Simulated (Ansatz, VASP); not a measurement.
# Two plane-wave programs on HfO2

```
Hf O
1.0
    -3.60430    0.00000    0.00000
     0.00000   -3.60430    0.00000
     0.00000   -0.72086   10.52793
Hf O
4 8
Direct
  0.50000 0.45966 0.20170
  0.50000 0.35966 0.70170
  0.00000 0.90966 0.45170
  0.00000 0.80966 0.95170
  0.00000 0.44033 0.29833
  0.00000 0.34033 0.79833
  0.50000 0.92899 0.35507
  0.50000 0.82899 0.85507
  0.50000 0.97899 0.10507
  0.50000 0.87899 0.60507
  0.00000 0.49033 0.04833
  0.00000 0.39033 0.54833
```

Alike in both runs: task single point; functional PBE; k mesh 6 × 6 × 2; occupations gaussian, width 0.05 eV; no spin polarisation.

|  | VASP | Ansatz |
| --- | --- | --- |
| version | VASP 6.6.1 | Ansatz 0.2.0 |
| potentials or method | VASP PAW PBE potentials, release 64 (Hf_pv, O), cutoff 520 eV | scalar-relativistic, plane waves, PAW |
| valence electrons in the cell | 88 | 152 |

Ansatz gave:

```
gap on the k mesh at the Fermi level (eV)                     : 3.85
least direct gap on the mesh (eV)                             : 3.97
pressure (GPa)                                                : 20.2
traceless stress, the component that is largest in VASP (GPa) : 30.99
rms of the force components (eV/Å)                            : 7.516
```

**Question.** Estimate VASP's values.

**Answer.** gap on the k mesh at the Fermi level (eV): 3.85; least direct gap on the mesh (eV): 3.97; pressure (GPa): 19.0; traceless stress, the component that is largest in VASP (GPa): 33.53; rms of the force components (eV/Å): 8.208.

Atom by atom the forces differ by 0.693 eV/Å (rms over components). VASP's potentials hold 88 valence electrons a cell and Ansatz's 152, so a difference there can come from the potentials and not from the codes.

Neither program's run includes spin-orbit coupling.
